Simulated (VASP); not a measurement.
Crystal: Li2Se.

```
Se Li
1.0
     0.00000    2.84385    2.84385
     2.84385    0.00000    2.84385
     2.84385    2.84385    0.00000
Se Li
1 2
Direct
  0.00000 0.00000 0.00000
  0.25000 0.25000 0.25000
  0.75000 0.75000 0.75000
```

This cell differs from its parent crystal: strain -5.0%.

Base run:

| Item | Value |
| --- | --- |
| Program | VASP 6.6.1 |
| Functional | HSE06 |
| Potentials or basis | VASP PAW PBE potentials, release 64 (Se, Li_sv) |
| Cutoff | 650 eV |
| k mesh | 6 × 6 × 6 |
| Occupations | gaussian, width 0.01 eV |
| Spin | no spin polarisation |

Its results: band gap on the k mesh 3.66 eV (least direct gap 5.15 eV); pressure 6.6 GPa.

Task: The run is repeated on the same cell with these changes: functional from HSE06 to r2SCAN; cutoff from 650 eV to 830 eV; k mesh from 6 × 6 × 6 to 8 × 8 × 8. What comes out?

Result: Band gap on the k mesh 3.31 eV (least direct gap 4.92 eV); pressure 6.9 GPa.

Several settings changed at once.

Caveats: the cell stands under pressure; the structure was generated, so it needn't be the stable form of Li2Se; the PAW data sets were made with another functional, which shifts forces and pressure a little.

A k mesh can miss the band edges.
